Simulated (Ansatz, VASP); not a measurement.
## One calculation of Na, two programs

```
CELL_PARAMETERS angstrom
-2.11250 2.11250 2.11250
2.11250 -2.11250 2.11250
2.11250 2.11250 -2.11250
ATOMIC_POSITIONS crystal
Na 0.00000 0.00000 0.00000
```

Alike in both runs: task relaxation of cell and atoms; functional revPBE; k mesh 11 × 11 × 11; occupations fermi-dirac, width 0.1 eV; no spin polarisation.

```csv
,VASP,Ansatz
version,VASP 6.6.1,Ansatz 0.2.0
potentials or method,"VASP PAW PBE potentials, release 64 (Na_pv), cutoff 600 eV","plane waves (420 eV) with PAW, scalar-relativistic"
valence electrons in the cell,7,9
```

|  | VASP | Ansatz | Ansatz less VASP |
| --- | --- | --- | --- |
| relaxed volume (Å³/atom) | 39.39 | 39.29 | -0.100 |
| relaxed cell length with the largest relative difference (Å) | 3.713 | 3.709 | -0.0031 |

VASP's potentials were made for PBE, not for revPBE. VASP's potentials hold 7 valence electrons a cell and Ansatz's 9, so a difference there can come from the potentials and not from the codes.
